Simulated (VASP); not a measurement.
A run of VASP 6.6.1:

INCAR

```
SYSTEM = Lu
  ALGO = Normal
  EDIFF = 1E-8
  ENCUT = 600
  GGA = PE
  GGA_COMPAT = .False.
  IBRION = 6
  ISIF = 3
  ISMEAR = 0
  IVDW = 12
  LASPH = .True.
  LCHARG = .False.
  LREAL = .False.
  LWAVE = .False.
  NBANDS = 18
  NELM = 120
  NFREE = 2
  NSW = 1
  POTIM = 0.015
  PREC = Accurate
  SIGMA = 0.15
```

File KPOINTS:

```
k-points
0
Gamma
  8 8 8
  0 0 0
```

The input POSCAR:

```
Lu
1.0
   -1.9541071100      1.9541071100      1.9541071100
    1.9541071100     -1.9541071100      1.9541071100
    1.9541071100      1.9541071100     -1.9541071100
Lu
1
Direct
    0.0000000000      0.0000000000      0.0000000000
```

Potentials or basis: VASP PAW PBE potentials, release 64 (Lu).

The run is started by

```bash
$ cat potpaw_PBE.64/Lu/POTCAR > POTCAR
$ mpirun -np 1 vasp_std > vasp.out
```

Hardware: 1 thread of AMD EPYC 7R13 Processor (Zen 3), with other jobs on the host.

How long does it take, and how much memory?

Run time: 8.8 min on 1 thread of AMD EPYC 7R13 Processor (Zen 3), with other jobs on the host, peak memory 0.28 GiB. Counts: scf iterations 168, k points 29.
